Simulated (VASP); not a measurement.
# AlN (wurtzite) (P6_3mc) in VASP: further runs, part 2 of 2

VASP 6.6.1. Earlier steps stand in the parts before.

### Step 4. Relaxation of the atoms, r2SCAN

This run uses another cell than the first one, of 10.30 Å³/atom, 0.980 times its volume.

POSCAR

```
AlN
1.0
    3.0911681109      0.0000000000      0.0000000000
   -1.5455840554      2.6770301114      0.0000000000
    0.0000000000      0.0000000000      4.9783374663
Al N
2 2
Direct
    0.3333333333      0.6666666667      0.0001702140
    0.6666666667      0.3333333333      0.5001702140
    0.3333333333      0.6666666667      0.3818297860
    0.6666666667      0.3333333333      0.8818297860
```

INCAR.step1

```
SYSTEM = AlN
ALGO     = Normal         ! electronic algorithm
EDIFF    = 1E-4           ! SCF threshold, eV
ENCUT    = 520            ! plane-wave cutoff, eV
GGA      = PE             ! functional
ISMEAR   = 0              ! smearing method
LASPH    = .TRUE.         ! aspherical terms in the spheres
LCHARG   = .FALSE.        ! write CHGCAR
LREAL    = .FALSE.        ! projectors in reciprocal space
LWAVE    = .TRUE.         ! write WAVECAR
NELM     = 80             ! most SCF steps
PREC     = Accurate       ! precision mode
SIGMA    = 0.01           ! smearing width, eV
```

INCAR.step2

```
SYSTEM = AlN
ALGO     = Normal         ! electronic algorithm
EDIFF    = 1E-6           ! SCF threshold, eV
EDIFFG   = -0.004         ! ionic threshold
ENCUT    = 520            ! plane-wave cutoff, eV
IBRION   = 2              ! ionic algorithm
ISIF     = 2              ! what is computed and relaxed
ISMEAR   = 0              ! smearing method
ISTART   = 1            
LASPH    = .TRUE.         ! aspherical terms in the spheres
LCHARG   = .FALSE.        ! write CHGCAR
LMIXTAU  = .TRUE.       
LREAL    = .FALSE.        ! projectors in reciprocal space
LWAVE    = .FALSE.        ! write WAVECAR
METAGGA  = R2SCAN         ! meta-GGA
NELM     = 80             ! most SCF steps
NSW      = 80             ! ionic steps
PREC     = Accurate       ! precision mode
SIGMA    = 0.01           ! smearing width, eV
```

KPOINTS

```
k-points
0
G
  8 8 5
  0 0 0
```

Potentials or basis: VASP PAW PBE potentials, release 64 (Al, N).

Command:

```sh
> cat potpaw_PBE.64/Al/POTCAR potpaw_PBE.64/N/POTCAR > POTCAR
> cp INCAR.step1 INCAR
> mpirun -np 1 vasp_std > vasp.out
> cp INCAR.step2 INCAR
> mpirun -np 1 vasp_std > vasp.out
```

OUTCAR:

```text
SYSTEM = AlN
   EDIFF = 1E-6
   EDIFFG = -0.004
   ENCUT = 520
   IBRION = 2
   ISIF = 2
   ISMEAR = 0
   ISTART = 1
   LASPH = .TRUE.
   LREAL = .FALSE.
   METAGGA = R2SCAN
   NELM = 80
   NSW = 80
   PREC = Accurate

 ion  position               nearest neighbor table
   1  0.333  0.667  0.000-   4 1.88   4 1.88   4 1.88   3 1.90   2 3.06   2 3.06   2 3.06   2 3.06
                             2 3.06   2 3.06
   2  0.667  0.333  0.500-   3 1.88   3 1.88   3 1.88   4 1.90   1 3.06   1 3.06   1 3.06   1 3.06
                             1 3.06   1 3.06
   3  0.333  0.667  0.382-   2 1.88   2 1.88   2 1.88   1 1.90
   4  0.667  0.333  0.882-   1 1.88   1 1.88   1 1.88   2 1.90

  LATTYP: Found a hexagonal cell.
 ALAT       =     3.0911681109
 C/A-ratio  =     1.6105036309

  Lattice vectors:

 A1 = (   3.0911681109,   0.0000000000,   0.0000000000)
 A2 = (  -1.5455840554,   2.6770301114,   0.0000000000)
[... 276 lines left out ...]

 k-point     1 :       0.0000    0.0000    0.0000
  band No.  band energies     occupation
      1     -10.0270      2.00000
      2      -7.8951      2.00000
      3      -0.1194      2.00000
      4       5.1514      2.00000
      5       5.1514      2.00000
      6       5.7999      2.00000
      7       5.7999      2.00000
      8       5.9828      2.00000
      9      11.0224      0.00000
     10      13.6932      0.00000
     11      17.6826      0.00000
     12      18.1848      0.00000
[... 331 lines left out ...]
 k-point    24 :       0.3750    0.0000    0.4000
  band No.  band energies     occupation
      1      -8.1244      2.00000
      2      -7.7559      2.00000
      3       0.6781      2.00000
      4       1.0798      2.00000
      5       3.9214      2.00000
      6       4.4438      2.00000
      7       4.8568      2.00000
      8       4.8570      2.00000
      9      12.1261      0.00000
     10      12.7764      0.00000
     11      16.1239      0.00000
     12      16.8691      0.00000

 [... further k-points ...]
[... 5 lines left out ...]
  --------------------------------------------------------------------------------------
  -------------------------------------------------------------------------------------
  Total        0.6217258      0.6217258      0.1798066      0.0000000      0.0000000      0.0000000
  in kB       24.1796074     24.1796074      6.9928783      0.0000000      0.0000000      0.0000000
  external PRESSURE =      18.4506977 kB  Pullay stress =       0.0000000 kB
[... 19 lines left out ...]
  FREE ENERGIE OF THE ION-ELECTRON SYSTEM (eV)
  ---------------------------------------------------
  free  energy   TOTEN  =       -38.4531716127 eV

  energy  without entropy=      -38.4531716127  energy(sigma->0) =      -38.45317161

 reached required accuracy - stopping structural energy minimisation
```

OSZICAR.step1:

```text
N       E                     dE             d eps       ncg     rms          rms(c)
DAV:   1     0.492788605484E+02    0.49279E+02   -0.75257E+03   728   0.119E+03
DAV:   2    -0.307114645901E+02   -0.79990E+02   -0.73834E+02  1076   0.223E+02
DAV:   3    -0.345249677091E+02   -0.38135E+01   -0.38000E+01   944   0.518E+01
DAV:   4    -0.345551453795E+02   -0.30178E-01   -0.30172E-01   824   0.538E+00
DAV:   5    -0.345555796356E+02   -0.43426E-03   -0.43424E-03   932   0.658E-01    0.123E+01
DAV:   6    -0.297522433445E+02    0.48033E+01   -0.16940E+01   868   0.317E+01    0.429E+00
DAV:   7    -0.297632642745E+02   -0.11021E-01   -0.66237E-01   788   0.646E+00    0.292E+00
DAV:   8    -0.297563456933E+02    0.69186E-02   -0.76699E-02   804   0.289E+00    0.472E-01
DAV:   9    -0.297516724777E+02    0.46732E-02   -0.20182E-02   912   0.107E+00    0.237E-01
DAV:  10    -0.297522073210E+02   -0.53484E-03   -0.21646E-03   828   0.360E-01    0.129E-01
DAV:  11    -0.297521400591E+02    0.67262E-04   -0.18351E-04   416   0.115E-01
   1 F= -.29752140E+02 E0= -.29752140E+02  d E =-.338523E-43
```

Wall time 45 s (1 thread of Intel Xeon 6975P-C (Granite Rapids), shared host); peak memory 0.16 GiB.

Results:

```yaml
Free_energy: -38.4532 eV
Energy_gained_by_relaxing: 0.1 meV/atom
Ionic_steps: 3
Pressure_after_relaxing: 1.8 GPa
Band_gap_on_the_k_mesh: 5.04 eV, direct
```

Stress tensor (GPa, compression positive):
```
2.42 0.00 0.00
0.00 2.42 0.00
0.00 0.00 0.70
```

The path:
| step | energy change (eV) | largest force (eV/Å) | pressure (GPa) |
| --- | --- | --- | --- |
| 1 | 0.0000 | 0.0583 | 1.84 |
| 2 | -0.0002 | 0.0170 | 1.85 |
| 3 | -0.0003 | 0.0004 | 1.85 |

Final structure:
```
Al N
1.0
     3.09117    0.00000    0.00000
    -1.54558    2.67703    0.00000
     0.00000    0.00000    4.97834
Al N
2 2
Direct
  0.33333 0.66667 0.00061
  0.66667 0.33333 0.50061
  0.33333 0.66667 0.38139
  0.66667 0.33333 0.88139
```

Levels at points of the mesh, in eV from the valence-band top:
```
           k point  band 5  band 6  band 7  band 8  band 9  band 10  band 11  band 12
(0.00, 0.00, 0.00)   -0.83   -0.18   -0.18    0.00    5.04     7.71    11.70    12.20
(0.50, 0.00, 0.00)   -3.38   -2.10   -1.76   -0.68    6.46     6.66     9.18    11.36
```

Caveat: the PAW data sets were made with another functional, which shifts forces and pressure a little. r2SCAN opens gaps a little over a GGA but as a rule still falls short of measured ones.

### Step 5. Relaxation of the atoms, r2SCAN

This run uses another cell than the first one, of 10.35 Å³/atom, 0.985 times its volume.

POSCAR

```
AlN
1.0
    3.1067016190      0.0000000000      0.0000000000
   -1.5533508095      2.6904825240      0.0000000000
    0.0000000000      0.0000000000      4.9534457790
Al N
2 2
Direct
    0.3333333333      0.6666666667      0.0001702140
    0.6666666667      0.3333333333      0.5001702140
    0.3333333333      0.6666666667      0.3818297860
    0.6666666667      0.3333333333      0.8818297860
```

INCAR.step1

```
PREC     = Accurate       # precision mode
ENCUT    = 520            # plane-wave cutoff, eV
ISMEAR   = 0              # smearing method
SIGMA    = 0.01           # smearing width, eV
LREAL    = False          # projectors in reciprocal space
LASPH    = True           # aspherical terms in the spheres
NELM     = 100            # most SCF steps
GGA      = PE             # functional
ALGO     = Normal         # electronic algorithm
EDIFF    = 1E-4           # SCF threshold, eV
LWAVE    = True           # write WAVECAR
LCHARG   = False          # write CHGCAR
```

INCAR.step2

```
PREC     = Accurate       # precision mode
ENCUT    = 520            # plane-wave cutoff, eV
EDIFF    = 1E-7           # SCF threshold, eV
ISMEAR   = 0              # smearing method
SIGMA    = 0.01           # smearing width, eV
LREAL    = False          # projectors in reciprocal space
LASPH    = True           # aspherical terms in the spheres
NELM     = 100            # most SCF steps
ALGO     = Normal         # electronic algorithm
ISIF     = 2              # what is computed and relaxed
LWAVE    = False          # write WAVECAR
LCHARG   = False          # write CHGCAR
METAGGA  = R2SCAN         # meta-GGA
LMIXTAU  = True         
IBRION   = 2              # ionic algorithm
NSW      = 80             # ionic steps
EDIFFG   = -0.004         # ionic threshold
ISTART   = 1
```

KPOINTS

```
Automatic mesh
0
Gamma
  8 8 5
```

Command:

```sh
> cat potpaw_PBE.64/Al/POTCAR potpaw_PBE.64/N/POTCAR > POTCAR
> cp INCAR.step1 INCAR
> mpirun -np 1 vasp_std > vasp.out
> cp INCAR.step2 INCAR
> mpirun -np 1 vasp_std > vasp.out
```

It took 53 s on 1 thread of Intel Xeon 6975P-C (Granite Rapids), shared host; peak memory 0.16 GiB.

It converged, with:

```
Free energy               : -38.4553 eV
Energy gained by relaxing : 0.1 meV/atom
Ionic steps               : 3
Pressure after relaxing   : 0.6 GPa
Band gap on the k mesh    : 4.94 eV, direct
```

Stress tensor (GPa, compression positive):
```
0.16 0.00 0.00
0.00 0.16 0.00
0.00 0.00 1.56
```

Step by step:
```
step  energy change (eV)  largest force (eV/Å)  pressure (GPa)
   1              0.0000                0.0627            0.65
   2             -0.0003                0.0187            0.62
   3             -0.0003                0.0000            0.62
```

Final structure:
```cif
data_structure
_symmetry_space_group_name_H-M 'P 1'
_symmetry_Int_Tables_number 1
_cell_length_a 3.1067
_cell_length_b 3.1067
_cell_length_c 4.9534
_cell_angle_alpha 90.000
_cell_angle_beta 90.000
_cell_angle_gamma 120.000
_cell_volume 41.40
loop_
_atom_site_label
_atom_site_type_symbol
_atom_site_fract_x
_atom_site_fract_y
_atom_site_fract_z
_atom_site_occupancy
Al1 Al 0.33333 0.66667 0.99970 1
Al2 Al 0.66667 0.33333 0.49970 1
N1 N 0.33333 0.66667 0.38230 1
N2 N 0.66667 0.33333 0.88230 1
```

Levels at points of the mesh, in eV from the valence-band top:
| k point | band 4 | band 5 | band 6 | band 7 | band 8 | band 9 | band 10 | band 11 | band 12 |
| --- | --- | --- | --- | --- | --- | --- | --- | --- | --- |
| (0.00, 0.00, 0.00) | -0.95 | -0.95 | -0.27 | -0.27 | 0.00 | 4.94 | 7.51 | 11.66 | 12.00 |
| (0.50, 0.00, 0.00) | -4.25 | -3.43 | -2.20 | -1.80 | -0.74 | 6.47 | 6.53 | 9.06 | 11.27 |

Caveat: the PAW data sets were made with another functional, which shifts forces and pressure a little. r2SCAN opens gaps a little over a GGA but as a rule still falls short of measured ones.

### Step 6. The runs side by side

```tsv
task	cell	cutoff (eV)	gap on the mesh (eV)	pressure (GPa)
single point	a = 3.122, b = 3.122, c = 4.978 Å, angles 90.0, 90.0, 120.0°, 4 atoms	520	4.80	-2.5
relaxation of cell and atoms	relaxed from a = 3.110, b = 3.110, c = 4.980 Å, angles 90.0, 90.0, 120.0°, 4 atoms	600	4.93	0.0
relaxation of the atoms	atoms relaxed from a = 3.091, b = 3.091, c = 4.978 Å, angles 90.0, 90.0, 120.0°, 4 atoms	520	5.04	1.8
relaxation of the atoms	atoms relaxed from a = 3.107, b = 3.107, c = 4.953 Å, angles 90.0, 90.0, 120.0°, 4 atoms	520	4.94	0.6
```

Alike in all rows: level r2SCAN; potentials or basis VASP PAW PBE potentials, release 64 (Al, N); no spin polarisation; k mesh 8 × 8 × 5; smearing gaussian 0.01 eV.

Caveats: the PAW data sets were made with another functional, which shifts forces and pressure a little.

Absolute energies hang on the potentials; compare differences alone.
